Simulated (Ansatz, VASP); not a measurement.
Two plane-wave programs on SiO2

```
Si O
1.0
     4.05540    0.00000    0.00000
     0.00000    4.05540    0.00000
     0.00000    0.00000    2.78910
Si O
2 4
Direct
  0.50000 0.50000 0.50000
  0.00000 0.00000 0.00000
  0.69443 0.69443 0.00000
  0.19443 0.80557 0.50000
  0.30557 0.30557 0.00000
  0.80557 0.19443 0.50000
```

Alike in both runs: task single point; functional LDA; k mesh 6 × 6 × 8; occupations gaussian, width 0.05 eV; no spin polarisation.

|  | VASP | Ansatz |
| --- | --- | --- |
| version | VASP 6.6.1 | Ansatz 0.2.0 |
| potentials or method | VASP PAW LDA potentials, release 64 (Si, O), cutoff 520 eV | scalar-relativistic, plane waves, PAW |
| valence electrons in the cell | 32 | 32 |

|  | VASP | Ansatz | Ansatz less VASP |
| --- | --- | --- | --- |
| gap on the k mesh at the Fermi level (eV) | 5.49 | 5.54 | +0.045 |
| least direct gap on the mesh (eV) | 5.49 | 5.54 | +0.045 |
| pressure (GPa) | -0.4 | -1.5 | -1.04 |
| traceless stress, the component that is largest in VASP (GPa) | -20.66 | -20.98 | -0.311 |
| rms of the force components (eV/Å) | 0.174 | 0.172 | -0.0013 |

Ansatz warns that its potentials were made for another functional, while VASP's fit it. LDA's correlation is that of Perdew and Zunger in VASP and of Perdew and Wang (1992) in Ansatz. Atom by atom the forces differ by 0.001 eV/Å (rms over components).
